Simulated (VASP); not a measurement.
A run of VASP 6.6.1:

File INCAR:

```
SYSTEM = GaSb
ALGO = Normal
EDIFF = 1E-6
ENCUT = 520
ISIF = 2
ISMEAR = 0
LASPH = .True.
LCHARG = .False.
LREAL = .False.
LWAVE = .False.
NBANDS = 16
NELM = 80
PREC = Accurate
SIGMA = 0.15
```

Contents of KPOINTS:

```
k-points
0
Gamma
  16 16 16
  0 0 0
```

Contents of POSCAR:

```
GaSb
1.0
   -2.8786500000      2.8786500000      1.4155500000
    2.8786500000     -2.8786500000      1.4155500000
    2.8786500000      2.8786500000     -1.4155500000
Ga Sb
1 1
Direct
    0.2500000000      0.7500000000      0.5000000000
    0.0000000000      0.0000000000      0.0000000000
```

Potentials or basis: VASP PAW LDA potentials, release 64 (Ga_d, Sb).

Command:

```sh
$ cat potpaw_LDA.64/Ga_d/POTCAR potpaw_LDA.64/Sb/POTCAR > POTCAR
$ mpirun -np 1 vasp_std > vasp.out
```

Hardware: 1 thread of Intel Xeon 8259CL (shared host).

**Question.** How long does it take, and how much memory?

**Answer.** Run time: 3.7 min on 1 thread of Intel Xeon 8259CL, with other jobs on the host, peak memory 0.38 GiB. Counts: scf iterations 10, k points 349.
